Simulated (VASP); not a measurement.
MgO:

```
Mg O
1.0
     2.87804    0.00000    0.00000
    -1.43902    2.49246    0.00000
     0.00000    0.00000    2.62498
Mg O
1 1
Direct
  0.00000 0.00000 0.00000
  0.33333 0.66667 0.50000
```

Base run:

```yaml
Program: VASP 6.6.1
Functional: PBE
Potentials_or_basis: VASP PAW PBE potentials, release 64 (Mg, O)
Cutoff: 520 eV
k_mesh: 10 × 10 × 10
Occupations: fermi-dirac, width 0.05 eV
Spin: no spin polarisation
```

Its results: band gap on the k mesh 3.48 eV, indirect (least direct gap 3.89 eV); pressure 9.0 GPa.

Q: The run is repeated on the same cell with these changes: functional from PBE to HSE06; k mesh from 10 × 10 × 10 to 6 × 6 × 6. What comes out?

A: Band gap on the k mesh 5.08 eV, indirect (least direct gap 5.53 eV); pressure 3.4 GPa.

Several settings changed at once, so the effect can't be laid on one alone.

Caveats: some runs use coarse meshes; the PAW data sets were made with another functional, which shifts forces and pressure a little (some runs).

A k mesh can miss the band edges.
